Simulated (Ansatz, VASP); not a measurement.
## One calculation of CsB3N3, two programs

```
Cs B N
1.0
     4.36919    0.00000    0.00000
    -2.18460    3.78383    0.00000
     0.00000    0.00000    9.54075
Cs B N
1 3 3
Direct
  0.00000 0.00000 0.50000
  0.33333 0.66667 0.00000
  0.66667 0.33333 0.00000
  0.00000 0.00000 0.00000
  0.33327 0.00000 0.00000
  0.00000 0.33327 0.00000
  0.66673 0.66673 0.00000
```

Alike in both runs: functional PBE; k mesh 12 × 12 × 6; occupations gaussian, width 0.1 eV; no spin polarisation.

Ansatz relaxed the structure, and its values are those at the end. VASP's run is a single point on that final structure, the one shown.

|  | VASP | Ansatz |
| --- | --- | --- |
| version | VASP 6.6.1 | Ansatz 0.2.0 |
| potentials or method | VASP PAW PBE potentials, release 64 (Cs_sv, B, N), cutoff 520 eV | scalar-relativistic, plane waves, PAW |
| valence electrons in the cell | 33 | 33 |

```csv
,VASP,Ansatz,Ansatz less VASP
gap on the k mesh at the Fermi level (eV),none,none,-
pressure (GPa),0.0,0.0,-0.01
```

A gap of «none» marks a metal or a gap that the smearing closes.

Neither program's run includes spin-orbit coupling.
